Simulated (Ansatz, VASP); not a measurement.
CuO in VASP and in Ansatz

Contents of INCAR:

```
SYSTEM = CuO
ALGO = Normal
EDIFF = 1E-6
ENCUT = 520
GGA = PE
ISIF = 2
ISMEAR = -1
ISPIN = 2
LASPH = .TRUE.
LCHARG = .FALSE.
LMAXMIX = 4
LORBIT = 11
LREAL = .FALSE.
LWAVE = .FALSE.
MAGMOM = 0.03 0.03 0.03 0.03 0 0 0 0
NBANDS = 48
NELM = 150
PREC = Accurate
SIGMA = 0.05
```

The input KPOINTS:

```
k-points
0
G
  4 7 4
  0 0 0
```

File POSCAR:

```
CuO
1.0
    4.6791000000     -3.4805000000      0.0000000000
    2.3395500000      1.7402500000      0.0000000000
   -0.7652000000      0.0000000000      5.0607800000
Cu O
4 4
Direct
    0.0000000000      0.5000000000      0.0000000000
    0.5000000000      0.5000000000      0.0000000000
    0.2500000000      0.0000000000      0.5000000000
    0.7500000000      0.0000000000      0.5000000000
    0.2738500000      0.4523000000      0.2500000000
    0.7738500000      0.4523000000      0.2500000000
    0.2261500000      0.5477000000      0.7500000000
    0.7261500000      0.5477000000      0.7500000000
```

Input for Ansatz:

```yaml
crystal:
  lattice:
    - [4.6791, -3.4805, 0.0]
    - [2.33955, 1.74025, 0.0]
    - [-0.7652, 0.0, 5.06078]
  atoms:
    - { symbol: Cu, position: [0.0, 0.5, 0.0], spin: 0.03 }
    - { symbol: Cu, position: [0.5, 0.5, 0.0], spin: 0.03 }
    - { symbol: Cu, position: [0.25, 0.0, 0.5], spin: 0.03 }
    - { symbol: Cu, position: [0.75, 0.0, 0.5], spin: 0.03 }
    - { symbol: O, position: [0.27385, 0.4523, 0.25] }
    - { symbol: O, position: [0.77385, 0.4523, 0.25] }
    - { symbol: O, position: [0.22615, 0.5477, 0.75] }
    - { symbol: O, position: [0.72615, 0.5477, 0.75] }
magnetization:
  spin_polarized: true
hamiltonian:
  xc: pbe
  pseudopotentials: { kind: paw }
basis:
  ecutwfc: 420
kpoints:
  mp_grid: { grid: [4, 7, 4] }
scf:
  occupations: { method: fermi_dirac, width: 0.05 }
  lower_state_search: standard
output:
  forces: true
  stress: true
```

Alike in both runs: task single point; functional PBE; k mesh 4 × 7 × 4; occupations fermi-dirac, width 0.05 eV; collinear spin.

|  | VASP | Ansatz |
| --- | --- | --- |
| version | VASP 6.6.1 | Ansatz 0.2.0 |
| potentials or method | VASP PAW PBE potentials, release 64 (Cu, O), cutoff 520 eV | PAW, plane waves, scalar-relativistic |
| valence electrons in the cell | 68 | 100 |

```tsv
	VASP	Ansatz	Ansatz less VASP
pressure (GPa)	7.6	6.8	-0.73
traceless stress, the component that is largest in VASP (GPa)	2.55	2.36	-0.195
rms of the force components (eV/Å)	0.091	0.071	-0.0197
net moment per atom (μB)	0.00	0.00	0.000
```

Atom by atom the forces differ by 0.020 eV/Å (rms over components). VASP's potentials hold 68 valence electrons a cell and Ansatz's 100, so a difference there can come from the potentials and not from the codes. Ansatz's warnings: seeded moment not kept.
